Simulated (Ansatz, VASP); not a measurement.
**Two plane-wave programs on Cu**

Contents of INCAR:

```
PREC = Accurate ; ENCUT = 520
EDIFF = 1E-6 ; ISMEAR = -1
SIGMA = 0.1 ; LREAL = F
LASPH = T ; NELM = 100
ALGO = Normal ; ISIF = 2
LWAVE = F ; LCHARG = T
GGA = RP ; LELF = T
LVHAR = T ; NBANDS = 12
```

KPOINTS

```
Automatic mesh
0
Gamma
  17 17 17
```

File POSCAR:

```
Cu
1.0
   -1.3989507832      1.3989507832      1.3989507832
    1.3989507832     -1.3989507832      1.3989507832
    1.3989507832      1.3989507832     -1.3989507832
Cu
1
Direct
    0.0000000000      0.0000000000      0.0000000000
```

Input for Ansatz:

```yaml
crystal:
  lattice:
    - [-1.3989507832, 1.3989507832, 1.3989507832]
    - [1.3989507832, -1.3989507832, 1.3989507832]
    - [1.3989507832, 1.3989507832, -1.3989507832]
  atoms:
    - { symbol: Cu, position: [0.0, 0.0, 0.0] }
hamiltonian:
  xc: rpbe
  pseudopotentials:
    kind: paw
    azcp:
      Cu: "pseudopotentials/Cu.paw.azcp"
basis:
  ecutwfc: 420
  fft_grid_basis: typed
kpoints:
  mp_grid: { grid: [17, 17, 17], shift: [0, 0, 0] }
magnetization:
  spin_polarized: false
scf:
  occupations: { method: fermi_dirac, width: 0.1 }
  lower_state_search: "off"
output:
  stress: true
```

Alike in both runs: task single point; functional RPBE; k mesh 17 × 17 × 17; occupations fermi-dirac, width 0.1 eV; no spin polarisation.

|  | VASP | Ansatz |
| --- | --- | --- |
| version | VASP 6.6.1 | Ansatz 0.2.0 |
| potentials or method | VASP PAW PBE potentials, release 64 (Cu), cutoff 520 eV | plane waves (420 eV) with PAW, scalar-relativistic |
| valence electrons in the cell | 11 | 19 |

|  | VASP | Ansatz | Ansatz less VASP |
| --- | --- | --- | --- |
| pressure (GPa) | 22.2 | 21.6 | -0.60 |

VASP's potentials were made for PBE, not for RPBE. VASP's potentials hold 11 valence electrons a cell and Ansatz's 19, so a difference there can come from the potentials and not from the codes.
